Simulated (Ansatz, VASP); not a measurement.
Two plane-wave programs on GaSb

The input INCAR:

```
ALGO = Normal
EDIFF = 1E-7
ENCUT = 520
GGA = PE
ISIF = 2
ISMEAR = -1
LASPH = T
LCHARG = T
LELF = T
LREAL = F
LVHAR = T
LWAVE = F
NBANDS = 16
NELM = 80
PREC = Accurate
SIGMA = 0.02
```

The input KPOINTS:

```
k-points
0
Gamma
  8 8 8
```

Contents of POSCAR:

```
GaSb
1.0
    0.0000000000      3.0658787979      3.0658787979
    3.0658787979      0.0000000000      3.0658787979
    3.0658787979      3.0658787979      0.0000000000
Ga Sb
1 1
Direct
    0.0000000000      0.0000000000      0.0000000000
    0.2500000000      0.2500000000      0.2500000000
```

Input for Ansatz:

```yaml
crystal:
  lattice:
    - [0.0, 3.0658787979, 3.0658787979]
    - [3.0658787979, 0.0, 3.0658787979]
    - [3.0658787979, 3.0658787979, 0.0]
  atoms:
    - { symbol: Ga, position: [0.0, 0.0, 0.0] }
    - { symbol: Sb, position: [0.25, 0.25, 0.25] }
kpoints:
  mp_grid: { grid: [8, 8, 8] }
  band_path:
    path:
      - [0.0, 0.0, 0.0]
      - [-0.5, -0.5, 0.0]
      - [-0.375, -0.375, 0.25]
      - [-0.375, 0.0, 0.375]
      - [0.0, 0.0, 0.5]
      - [-0.5, -0.25, 0.25]
    npoints: 1
hamiltonian:
  xc: pbe
scf:
  occupations: { method: fermi_dirac, width: 0.02 }
  n_extra_bands: 4
output:
  forces: true
  stress: true
  eigenvalues: true
```

Alike in both runs: task single point; functional PBE; k mesh 8 × 8 × 8; occupations fermi-dirac, width 0.02 eV; no spin polarisation.

|  | VASP | Ansatz |
| --- | --- | --- |
| version | VASP 6.6.1 | Ansatz 0.2.0 |
| potentials or method | VASP PAW PBE potentials, release 64 (Ga_d, Sb) | plane waves, PAW |
| plane-wave cutoff (eV) | 520 | 420 |
| valence electrons in the cell | 18 | 28 |

VASP gave:

* pressure (GPa): 2.1

Which values does Ansatz return?

Pressure (GPa): 2.0.

VASP's potentials hold 18 valence electrons a cell and Ansatz's 28, so a difference there can come from the potentials and not from the codes.

Neither program's run includes spin-orbit coupling.
